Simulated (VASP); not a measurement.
Ir4O, 5 atoms in the cell. The cell holds a slab with vacuum, 5 atoms: a = 2.737 Å, b = 3.870 Å, c = 19.460 Å, α = 90.00°, β = 90.00°, γ = 90.00°. 

- Program: VASP 6.6.1
- Task: relaxation of the atoms
- Functional: PBE
- Potentials or basis: VASP PAW PBE potentials, release 64 (Ir, O)
- Cutoff: 520 eV
- k mesh: 10 × 7 × 1
- Occupations: gaussian, width 0.1 eV
- Spin: no spin polarisation
- Dipole correction: yes
- Atoms held fixed (from 0): [0, 1, 2, 3]
- Further INCAR settings: ALGO = Normal; EDIFF = 1e-06; IBRION = 2; EDIFFG = -0.025; NSW = 36
- Atoms held along some axes (from 0): atom 4 along a and b

Potentials or basis: VASP PAW PBE potentials, release 64 (Ir, O).

Run with:

```console
$ cat potpaw_PBE.64/Ir/POTCAR potpaw_PBE.64/O/POTCAR > POTCAR
$ mpirun -np 1 vasp_std > vasp.out
```

Hardware: 1 thread of AMD EPYC 9R45 96-Core Processor (Zen 5), on a shared host.

Problem. Estimate the wall time of this run.

Solution. It took 6.3 min on 1 thread of AMD EPYC 9R45 96-Core Processor (Zen 5) (shared host), peak memory 0.36 GiB. Counts: scf iterations 47, k points 36, ion steps 3.
